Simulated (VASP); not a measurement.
Write the native input for VASP 6.6.1 that does the following.

```
Task                   : single point
Functional             : PBE
Dispersion             : D4
Potentials or basis    : VASP PAW PBE potentials, release 64 (Li_sv, Se)
Cutoff                 : 750 eV
k mesh                 : 8 × 8 × 8
Occupations            : gaussian, width 0.05 eV
Spin                   : no spin polarisation
Dipole correction      : no
Further INCAR settings : ALGO = Normal; EDIFF = 1e-06; NBANDS = 13
```

The structure of Li2Se lies in POSCAR:

```
Li2Se
1.0
    0.0000000000      2.9880058456      2.9880058456
    2.9880058456      0.0000000000      2.9880058456
    2.9880058456      2.9880058456      0.0000000000
Li Se
2 1
Direct
    0.2500000000      0.2500000000      0.2500000000
    0.7500000000      0.7500000000      0.7500000000
    0.0000000000      0.0000000000      0.0000000000
```

This cell differs from its parent crystal: volume scaled by 1.02.

The input as run:

INCAR

```
SYSTEM = Li2Se
  ALGO = Normal
  EDIFF = 1E-6
  ENCUT = 750
  GGA = PE
  GGA_COMPAT = .False.
  ISIF = 2
  ISMEAR = 0
  IVDW = 13
  LASPH = .True.
  LCHARG = .True.
  LELF = .True.
  LREAL = .False.
  LVHAR = .True.
  LWAVE = .False.
  NBANDS = 13
  NELM = 120
  PREC = Accurate
  SIGMA = 0.05
```

KPOINTS

```
k-points
0
Gamma
  8 8 8
  0 0 0
```

Potentials or basis: VASP PAW PBE potentials, release 64 (Li_sv, Se).

Command:

```bash
$ cat potpaw_PBE.64/Li_sv/POTCAR potpaw_PBE.64/Se/POTCAR > POTCAR
$ mpirun -np 1 vasp_std > vasp.out
```

Results of the run:

```
Pressure                   : -0.8 GPa
Band gap on the k mesh     : 2.96 eV, indirect (least direct gap 3.44 eV)
Dispersion energy per atom : -0.117 eV
```

Wall time 48 s on 1 thread of Intel(R) Xeon(R) Platinum 8259CL CPU @ 2.50GHz (Skylake/Cascade Lake) (shared host), peak memory 0.25 GiB.
